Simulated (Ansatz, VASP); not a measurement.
**MgO in VASP and in Ansatz**

POSCAR

```
MgO
1.0
    2.7482204712      0.0000000000      0.0000000000
    0.0000000000      2.7482204712      0.0000000000
    0.0000000000      0.0000000000      2.6233490561
Mg O
1 1
Direct
    0.0000000000      0.0000000000      0.0000000000
    0.5000000000      0.5000000000      0.5000000000
```

File INCAR.step1:

```
SYSTEM = MgO
  ALGO = Normal
  EDIFF = 1E-4
  ENCUT = 520
  GGA = PE
  ISMEAR = 0
  LASPH = .TRUE.
  LCHARG = .FALSE.
  LREAL = .FALSE.
  LWAVE = .TRUE.
  NBANDS = 11
  NELM = 80
  PREC = Accurate
  SIGMA = 0.01
```

The input INCAR.step2:

```
SYSTEM = MgO
  ALGO = Normal
  EDIFF = 1E-6
  ENCUT = 520
  ISIF = 2
  ISMEAR = 0
  ISTART = 1
  LASPH = .TRUE.
  LCHARG = .FALSE.
  LMIXTAU = .TRUE.
  LREAL = .FALSE.
  LWAVE = .FALSE.
  METAGGA = R2SCAN
  NBANDS = 11
  NELM = 80
  PREC = Accurate
  SIGMA = 0.01
```

The input KPOINTS:

```
k-points
0
G
  10 10 10
  0 0 0
```

Input for Ansatz:

```yaml
crystal:
  lattice:
    - [2.7482204712, 0.0, 0.0]
    - [0.0, 2.7482204712, 0.0]
    - [0.0, 0.0, 2.6233490561]
  atoms:
    - { symbol: Mg, position: [0.0, 0.0, 0.0] }
    - { symbol: O, position: [0.5, 0.5, 0.5] }
kpoints:
  mp_grid: { grid: [10, 10, 10] }
  band_path:
    path: [[0.0, 0.0, 0.0], [0.0, 0.5, 0.0], [0.5, 0.5, 0.0], [0.5, 0.5, 0.5]]
    npoints: 1
hamiltonian:
  xc: r2scan
scf:
  occupations: { method: fixed }
  n_extra_bands: 4
output:
  forces: true
  stress: true
  eigenvalues: true
  write_density: true
  write_potential: true
  elf: true
  volumetric_format: npy
```

Change from the starting cell: biaxial_xy strain +4.8%.

Alike in both runs: task single point; functional r2SCAN; k mesh 10 × 10 × 10; no spin polarisation.

|  | VASP | Ansatz |
| --- | --- | --- |
| version | VASP 6.6.1 | Ansatz 0.2.0 |
| potentials or method | VASP PAW PBE potentials, release 64 (Mg, O) | plane waves, PAW |
| plane-wave cutoff (eV) | 520 | 500 |
| occupations | gaussian, width 0.01 eV | fixed |
| valence electrons in the cell | 8 | 16 |

VASP gave:

* gap on the k mesh at the Fermi level (eV): 2.23
* pressure (GPa): -12.8
* traceless stress, the component that is largest in VASP (GPa): 18.69

Problem. Which values does Ansatz return?

Solution. gap on the k mesh at the Fermi level (eV): 2.27; pressure (GPa): -11.9; traceless stress, the component that is largest in VASP (GPa): 18.63.

VASP's potentials were made for PBE, not for r2SCAN. VASP's potentials hold 8 valence electrons a cell and Ansatz's 16, so a difference there can come from the potentials and not from the codes.
